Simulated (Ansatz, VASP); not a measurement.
## One calculation of Al2Te2O, two programs

```
Al Te O
1.0
     3.50399    0.00000    0.00000
    -1.75200    3.03455    0.00000
     0.00000    0.00000    9.34962
Al Te O
2 2 1
Direct
  0.33333 0.66667 0.37961
  0.66667 0.33333 0.62039
  0.33333 0.66667 0.81125
  0.66667 0.33333 0.18875
  0.00000 0.00000 0.50000
```

Alike in both runs: functional PBE; dispersion D3(BJ); k mesh 6 × 6 × 2; occupations gaussian, width 0.1 eV; no spin polarisation.

Ansatz relaxed the structure, and its values are those at the end. VASP's run is a single point on that final structure, the one shown.

```csv
,VASP,Ansatz
version,VASP 6.6.1,Ansatz 0.2.0
potentials or method,"VASP PAW PBE potentials, release 64 (Al, Te, O), cutoff 520 eV","scalar-relativistic, plane waves, PAW"
valence electrons in the cell,24,44
```

|  | VASP | Ansatz | Ansatz less VASP |
| --- | --- | --- | --- |
| gap on the k mesh at the Fermi level (eV) | none | none | - |
| pressure (GPa) | 0.4 | 0.3 | -0.07 |
| rms of the force components (eV/Å) | 0.032 | 0.019 | -0.0126 |

A gap of «none» marks a metal or a gap that the smearing closes. VASP's potentials hold 24 valence electrons a cell and Ansatz's 44, so a difference there can come from the potentials and not from the codes.

Neither program's run includes spin-orbit coupling.
